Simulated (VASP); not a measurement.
# Ti in VASP: single point with PBE

Aim: the single point of Ti with PBE.

Everything below comes from runs of VASP 6.6.1. Logs are shortened: lines on timing, memory, paths and dates and some standing lists are left out, and cuts for length are marked.

### Step 1. The cell of the first run

The cell holds a slab with vacuum, 4 atoms: a = 2.938 Å, b = 2.938 Å, c = 20.976 Å, α = 90.00°, β = 90.00°, γ = 120.00°.

### Step 2. Single point, PBE

Contents of INCAR:

```
SYSTEM = Ti
PREC = Accurate
ENCUT = 520
EDIFF = 1E-7
ISMEAR = 0
SIGMA = 0.1
LREAL = .FALSE.
LASPH = .TRUE.
NELM = 60
ALGO = Normal
ISIF = 2
LWAVE = .FALSE.
LCHARG = .FALSE.
LDIPOL = .TRUE.
IDIPOL = 3
DIPOL = 0.5 0.5 0.500
GGA = PE
NBANDS = 32
```

Contents of KPOINTS:

```
regular mesh
0
G
  12 12 1
  0 0 0
```

Contents of POSCAR:

```
Ti
1.0
    2.9384580613      0.0000000000      0.0000000000
   -1.4692290307      2.5447793290      0.0000000000
    0.0000000000      0.0000000000     20.9759510208
Ti
4
Direct
    0.6666666667      0.3333333333      0.3337155008
    0.3333333333      0.6666666667      0.4445718336
    0.6666666667      0.3333333333      0.5597825704
    0.3333333333      0.6666666667      0.6628835844
```

Potentials or basis: VASP PAW PBE potentials, release 64 (Ti_sv).

Command:

```
> cat potpaw_PBE.64/Ti_sv/POTCAR > POTCAR
> mpirun -np 1 vasp_std > vasp.out
```

OUTCAR:

```text
SYSTEM = Ti
   PREC = Accurate
   ENCUT = 520
   EDIFF = 1E-7
   ISMEAR = 0
   LREAL = .FALSE.
   LASPH = .TRUE.
   NELM = 60
   ISIF = 2
   GGA = PE

 ion  position               nearest neighbor table
   1  0.667  0.333  0.334-   2 2.88   2 2.88   2 2.88
   2  0.333  0.667  0.445-   1 2.88   1 2.88   1 2.88
   3  0.667  0.333  0.560-   4 2.75   4 2.75   4 2.75
   4  0.333  0.667  0.663-   3 2.75   3 2.75   3 2.75

  LATTYP: Found a hexagonal cell.
 ALAT       =     2.9384580613
 C/A-ratio  =     7.1384210981

  Lattice vectors:

 A1 = (   2.9384580613,   0.0000000000,   0.0000000000)
 A2 = (  -1.4692290307,   2.5447793290,   0.0000000000)
 A3 = (   0.0000000000,   0.0000000000,  20.9759510208)

Analysis of symmetry for initial positions (statically):
=====================================================================
 Subroutine PRICEL returns:
 Original cell was already a primitive cell.

 Routine SETGRP: Setting up the symmetry group for a
 hexagonal supercell.

 Subroutine GETGRP returns: Found  6 space group operations
 (whereof  6 operations were pure point group operations)
 out of a pool of 24 trial point group operations.

The static configuration has the point symmetry C_3v.

Analysis of symmetry for dynamics (positions and initial velocities):
=====================================================================
 Subroutine PRICEL returns:
 Original cell was already a primitive cell.

 Routine SETGRP: Setting up the symmetry group for a
 hexagonal supercell.

 Subroutine GETGRP returns: Found  6 space group operations
 (whereof  6 operations were pure point group operations)
 out of a pool of 24 trial point group operations.

The dynamic configuration has the point symmetry C_3v.

 Subroutine INISYM returns: Found  6 space group operations
 (whereof  6 operations are pure point group operations),
 and found     1 'primitive' translations

----------------------------------------------------------------------------------------

                                     Primitive cell

  volume of cell :     156.8524

  direct lattice vectors                    reciprocal lattice vectors
     2.938458061  0.000000000  0.000000000     0.340314539  0.196480691  0.000000000
    -1.469229031  2.544779329  0.000000000     0.000000000  0.392961381  0.000000000
     0.000000000  0.000000000 20.975951021     0.000000000  0.000000000  0.047673643

  length of vectors
     2.938458061  2.938458061 20.975951021     0.392961381  0.392961381  0.047673643

  position of ions in fractional coordinates (direct lattice)
     0.666666667  0.333333333  0.333715501
     0.333333333  0.666666667  0.444571834
     0.666666667  0.333333333  0.559782570
     0.333333333  0.666666667  0.662883584

  ion indices of the primitive-cell ions
   primitive index   ion index
                 1           1
                 2           2
                 3           3
                 4           4

----------------------------------------------------------------------------------------

 KPOINTS: regular mesh

Automatic generation of k-mesh.
 Grid dimensions read from file:
 generate k-points for:   12   12    1

 Generating k-lattice:

  Cartesian coordinates                     Fractional coordinates (reciprocal lattice)
     0.028359545  0.016373391  0.000000000     0.083333333  0.000000000  0.000000000
     0.000000000  0.032746782  0.000000000     0.000000000  0.083333333  0.000000000
     0.000000000  0.000000000  0.047673643     0.000000000  0.000000000  1.000000000

  Length of vectors
     0.032746782  0.032746782  0.047673643

  Shift w.r.t. Gamma in fractional coordinates (k-lattice)
     0.000000000  0.000000000  0.000000000

 Subroutine IBZKPT returns following result:
 ===========================================

 Found     19 irreducible k-points:

 Following reciprocal coordinates:
            Coordinates               Weight
  0.000000  0.000000  0.000000      1.000000
  0.083333  0.000000  0.000000      6.000000
  0.166667 -0.000000  0.000000      6.000000
  0.250000  0.000000  0.000000      6.000000
  0.333333  0.000000  0.000000      6.000000
  0.416667  0.000000  0.000000      6.000000
[... 11 lines left out ...]
  0.333333  0.250000  0.000000     12.000000
  0.333333  0.333333  0.000000      2.000000
   k-points           NKPTS =     19   k-points in BZ     NKDIM =     19   number of bands    NBANDS=     32
   number of dos      NEDOS =    301   number of ions     NIONS =      4
   total plane-waves  NPLWV =  92160
   dimension x,y,z NGX =    24 NGY =   24 NGZ =  160
   dimension x,y,z NGXF=    48 NGYF=   48 NGZF=  320
   ions per type =               4
   NGX,Y,Z   is equivalent  to a cutoff of  13.58, 13.58, 12.68 a.u.
   NGXF,Y,Z  is equivalent  to a cutoff of  27.16, 27.16, 25.36 a.u.
 SYSTEM =  Ti
   PREC   = accura    normal or accurate (medium, high low for compatibility)
   ISTART =      0    job   : 0-new  1-cont  2-samecut
   ICHARG =      2    charge: 1-file 2-atom 10-const
   ISPIN  =      1    spin polarized calculation?
   LNONCOLLINEAR =      F non collinear calculations
   LSORBIT =      F    spin-orbit coupling
   LASPH  =      T    aspherical Exc in radial PAW
   ENCUT  =  520.0 eV  38.22 Ry    6.18 a.u.   5.46  5.46 39.00*2*pi/ulx,y,z
   NELM   =     60;   NELMIN=  2; NELMDL= -5     # of ELM steps
   EDIFF  = 0.1E-06   stopping-criterion for ELM
   LREAL  =      F    real-space projection
   EDIFFG = 0.1E-05   stopping-criterion for IOM
   NSW    =      0    number of steps for IOM
   IBRION =     -1    ionic relax: 0-MD 1-quasi-New 2-CG
   NFREE  =      0    steps in history (QN), initial steepest desc. (CG)
   ISIF   =      2    stress and relaxation
   ISYM   =      2    0-nonsym 1-usesym 2-fastsym
   POTIM  = 0.5000    time-step for ionic-motion
   TEBEG  =    0.0;   TEEND  =   0.0 temperature during run
   PSTRESS=    0.0 pullay stress
   NELECT =      48.0000    total number of electrons
   NUPDOWN=      -1.0000    fix difference up-down
   EMIN   =  10.00;   EMAX   =-10.00  energy-range for DOS
   EFERMI =   0.00;   METHOD = LEGACY
   ISMEAR =     0;   SIGMA  =   0.10  broadening in eV -4-tet -1-fermi 0-gaus
   EFERMI_NEDOS =   21; number of points for ismear=-14 and -15
   IALGO  =     38    algorithm
   IMIX   =      4    mixing-type and parameters
     AMIX     =   0.40;   BMIX     =  1.00
     AMIX_MAG =   1.60;   BMIX_MAG =  1.00
  volume/ion in A,a.u.               =      39.21       264.62
  Fermi-wavevector in a.u.,A,eV,Ry     =   1.103210  2.084764 16.559271  1.217072
  Thomas-Fermi vector in A             =   2.239665
   LORBIT       =      0    0 simple, 1 ext, 2 COOP (PROOUT), +10 PAW based schemes
   GGA     = PE    functional components
   LHFCALC =     F    Hartree Fock is set to
   AEXX    =    0.0000 exact exchange contribution
   IVDW    =     0    specifies the selected vdW correction
   LEPSILON=     F    determine dielectric tensor
   LRPA    =     F    only Hartree local field effects (RPA)
 non-spin polarized calculation
 Gauss-broadening in eV      SIGMA  =   0.10
  energy-cutoff  :      520.00
  volume of cell :      156.85
 maximum number of plane-waves:      4327
 NGX is ok and might be reduce to    24
   NGX = 11   NGY = 11   NGZ = 79

 dipolmoment           0.000000      0.000000      0.004577 electrons x Angstroem

 number of electron      47.9999992 magnetization

 dipolmoment           0.000000      0.000000     -0.003321 electrons x Angstroem

 Free energy of the ion-electron system (eV)
  ---------------------------------------------------
  ext. energy  EPLUGINS =         0.00000000
  ---------------------------------------------------
  free energy    TOTEN  =       -29.47271526 eV

  energy without entropy =      -29.42732916  energy(sigma->0) =      -29.45002221

 E-fermi :   1.3691     XC(G=0):  -6.0679

 val. band max:        1.3681343255   @ k =   0.1667   0.0833   0.0000
 cond. band min:       1.3701868546   @ k =   0.3333   0.0833   0.0000
 fundamental gap:      0.0020525291
 Fermi energy:         1.3690641295

 k-point     1 :       0.0000    0.0000    0.0000
  band No.  band energies     occupation
      1     -55.6173      2.00000
      2     -55.5368      2.00000
      3     -55.4122      2.00000
      4     -55.3083      2.00000
      5     -32.0651      2.00000
      6     -31.9937      2.00000
[... 24 lines left out ...]
     31       2.4457      0.00000
     32       2.4651      0.00000

 k-point     2 :       0.0833    0.0000    0.0000
  band No.  band energies     occupation
      1     -55.6123      2.00000
      2     -55.5312      2.00000
      3     -55.4075      2.00000
      4     -55.3048      2.00000
      5     -32.0542      2.00000
      6     -31.9879      2.00000
[... 24 lines left out ...]
     31       2.3320      0.00000
     32       2.4877      0.00000

 k-point     3 :       0.1667   -0.0000    0.0000
  band No.  band energies     occupation
      1     -55.5986      2.00000
      2     -55.5157      2.00000
      3     -55.3948      2.00000
      4     -55.2950      2.00000
      5     -32.0247      2.00000
      6     -31.9730      2.00000
[... 24 lines left out ...]
     31       2.5804      0.00000
     32       2.6251      0.00000

 k-point     4 :       0.2500    0.0000    0.0000
  band No.  band energies     occupation
      1     -55.5798      2.00000
      2     -55.4944      2.00000
      3     -55.3773      2.00000
      4     -55.2819      2.00000
      5     -31.9874      2.00000
      6     -31.9570      2.00000
[... 479 lines left out ...]
     31       3.2865      0.00000
     32       3.5710      0.00000

 k-point    18 :       0.3333    0.2500    0.0000
  band No.  band energies     occupation
      1     -55.5352      2.00000
      2     -55.4435      2.00000
      3     -55.3351      2.00000
      4     -55.2518      2.00000
      5     -31.9605      2.00000
      6     -31.9362      2.00000
[... 24 lines left out ...]
     31       3.3604      0.00000
     32       3.8069      0.00000

 k-point    19 :       0.3333    0.3333    0.0000
  band No.  band energies     occupation
      1     -55.5327      2.00000
      2     -55.4406      2.00000
      3     -55.3326      2.00000
      4     -55.2501      2.00000
      5     -31.9240      2.00000
      6     -31.9194      2.00000
[... 24 lines left out ...]
     31       3.3890      0.00000
     32       3.8245      0.00000

------------------------ aborting loop because EDIFF is reached ----------------------------------------

 vacuum level on the upper side and lower side of the slab       (xc-potential included)        -0.211        -0.163

  FORCE on cell =-STRESS in cart. coord.  units (eV):
  Direction    XX          YY          ZZ          XY          YZ          ZX
  --------------------------------------------------------------------------------------
  -------------------------------------------------------------------------------------
  Total       -1.2479613     -1.2479613     -1.5244660      0.0000000      0.0000000      0.0000000
  in kB      -12.7473652    -12.7473652    -15.5717365      0.0000000      0.0000000      0.0000000
  external PRESSURE =     -13.6888223 kB  Pullay stress =       0.0000000 kB

 VOLUME and BASIS-vectors are now :
 -----------------------------------------------------------------------------
  energy-cutoff  :      520.00
  volume of cell :      156.85
      direct lattice vectors                 reciprocal lattice vectors
     2.938458061  0.000000000  0.000000000     0.340314539  0.196480691  0.000000000
    -1.469229031  2.544779329  0.000000000     0.000000000  0.392961381  0.000000000
     0.000000000  0.000000000 20.975951021     0.000000000  0.000000000  0.047673643

 POSITION                                       TOTAL-FORCE (eV/Angst)
 -----------------------------------------------------------------------------------
      1.46923      0.84826      7.00000         0.000000     -0.000000      0.618849
     -0.00000      1.69652      9.32532        -0.000000      0.000000     -0.604721
      1.46923      0.84826     11.74197        -0.000000     -0.000000     -0.000811
     -0.00000      1.69652     13.90461        -0.000000      0.000000     -0.013316
 -----------------------------------------------------------------------------------
    total drift:                                0.000000      0.000000     -0.000270

  FREE ENERGIE OF THE ION-ELECTRON SYSTEM (eV)
  ---------------------------------------------------
  free  energy   TOTEN  =       -29.4727152603 eV

  energy  without entropy=      -29.4273291570  energy(sigma->0) =      -29.45002221

 vacuum level on the upper side and lower side of the slab         5.637         5.693
```

It took 4.7 min on 1 thread of Intel Xeon 6975P-C, shared host; peak memory 0.32 GiB.

Results:

* Free energy: -29.4727 eV
* Largest force: 0.619 eV/Å
* Band gap on the k mesh: zero (band 24 reaches 1.86 eV, above the bottom of band 25 at 1.03 eV)

Forces in eV/Å, atoms in the order of the input:
```
Ti   0.000  0.000  0.619
Ti   0.000  0.000 -0.605
Ti   0.000  0.000 -0.001
Ti   0.000  0.000 -0.013
```
